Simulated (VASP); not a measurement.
Set up this calculation in VASP 6.6.1, as the native input.

| Property | Result |
| --- | --- |
| Task | single point |
| Functional | RPBE |
| Potentials or basis | VASP PAW PBE potentials, release 64 (La) |
| Cutoff | 520 eV |
| k mesh | 12 × 12 × 4 |
| Occupations | gaussian, width 0.1 eV |
| Spin | no spin polarisation |
| Dipole correction | no |
| Further INCAR settings | ALGO = Fast; EDIFF = 1e-06; NBANDS = 30 |

The structure of La lies in POSCAR:

```
La
1.0
    3.8289425403      0.0000000000      0.0000000000
   -1.9144712702      3.3159615095      0.0000000000
    0.0000000000      0.0000000000     12.3197077578
La
4
Direct
    0.0000000000      0.0000000000      0.0000000000
    0.0000000000      0.0000000000      0.5000000000
    0.3333333333      0.6666666667      0.2500000000
    0.6666666667      0.3333333333      0.7500000000
```

These files were run (other wordings do the same):

INCAR

```
PREC     = Accurate       # precision mode
ENCUT    = 520            # plane-wave cutoff, eV
EDIFF    = 1E-6           # SCF threshold, eV
ISMEAR   = 0              # smearing method
SIGMA    = 0.1            # smearing width, eV
LREAL    = False          # projectors in reciprocal space
LASPH    = True           # aspherical terms in the spheres
NELM     = 60             # most SCF steps
ALGO     = Fast           # electronic algorithm
ISIF     = 2              # what is computed and relaxed
LWAVE    = False          # write WAVECAR
LCHARG   = True           # write CHGCAR
GGA      = RP             # functional
LELF     = True           # ELF
LVHAR    = True         
NBANDS   = 30             # bands
```

KPOINTS

```
regular mesh
0
Gamma
  12 12 4
```

Potentials or basis: VASP PAW PBE potentials, release 64 (La).

Command:

```console
$ cat potpaw_PBE.64/La/POTCAR > POTCAR
$ mpirun -np 1 vasp_std > vasp.out
```

Results of the run:

```json
{"Pressure": "0.0 GPa", "Band gap on the k mesh": "zero (bands 22 and 23 overlap by 1.03 eV)"}
```

Caveat: the PAW data sets were made with another functional, which shifts forces and pressure a little; spin-orbit coupling is left out, which moves the levels of the heavy elements.

Wall time 9.2 min on 1 thread of Intel(R) Xeon(R) 6975P-C (Granite Rapids) (shared host), peak memory 0.42 GiB.
